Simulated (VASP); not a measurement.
**RbCaH3: single point with LDA**

Crystal: RbCaH3.

```
CELL_PARAMETERS angstrom
4.66068 0.00000 0.00000
0.00000 4.66068 0.00000
0.00000 0.00000 4.54700
ATOMIC_POSITIONS crystal
Rb 0.00000 0.00000 0.00000
Ca 0.50000 0.50000 0.50000
H 0.00000 0.50000 0.50000
H 0.50000 0.00000 0.50000
H 0.50000 0.50000 0.00000
```

This cell differs from its parent crystal: strain +0.0250 x Voigt [1, 1, 0, 0, 0, 0].

```json
{
  "Program": "VASP 6.6.1",
  "Task": "single point",
  "Functional": "LDA",
  "Potentials or basis": "VASP PAW LDA potentials, release 64 (Rb_sv, Ca_sv, H)",
  "Cutoff": "520 eV",
  "k mesh": "6 × 6 × 6",
  "Occupations": "gaussian, width 0.05 eV",
  "Spin": "no spin polarisation"
}
```

- Pressure: -3.2 GPa
- Band gap on the k mesh: 2.94 eV (least direct gap 2.94 eV)

Stress tensor (GPa, compression positive):
```
-3.52  0.00  0.00
 0.00 -3.52  0.00
 0.00  0.00 -2.70
```

Levels at points of the mesh, in eV from the valence-band top:
```csv
k point,band 8,band 9,band 10,band 11,band 12,band 13,band 14,band 15
"(0.00, 0.00, 0.00)",-9.35,-2.70,-0.30,-0.30,5.74,5.83,5.83,6.90
"(0.50, 0.00, 0.00)",-9.34,-1.52,-0.71,-0.08,5.30,5.39,5.66,5.81
"(0.50, 0.50, 0.00)",-9.33,-1.14,-0.03,-0.03,2.94,4.89,4.89,5.32
"(0.00, 0.00, 0.50)",-9.35,-1.42,-0.66,-0.04,5.27,5.27,5.68,5.97
"(0.50, 0.00, 0.50)",-9.34,-1.06,-0.02,0.00,2.94,4.75,4.76,5.48
"(0.50, 0.50, 0.50)",-9.46,-0.18,-0.18,-0.16,4.13,4.13,4.21,5.25
```

Wall time 56 s on 1 thread of Intel(R) Xeon(R) Platinum 8259CL CPU @ 2.50GHz (Skylake/Cascade Lake) (shared host), peak memory 0.22 GiB.

Caveat: the cell differs from its parent crystal (strain +0.0250 x Voigt [1, 1, 0, 0, 0, 0]); the cell stands under tension. A k mesh can miss the band edges.
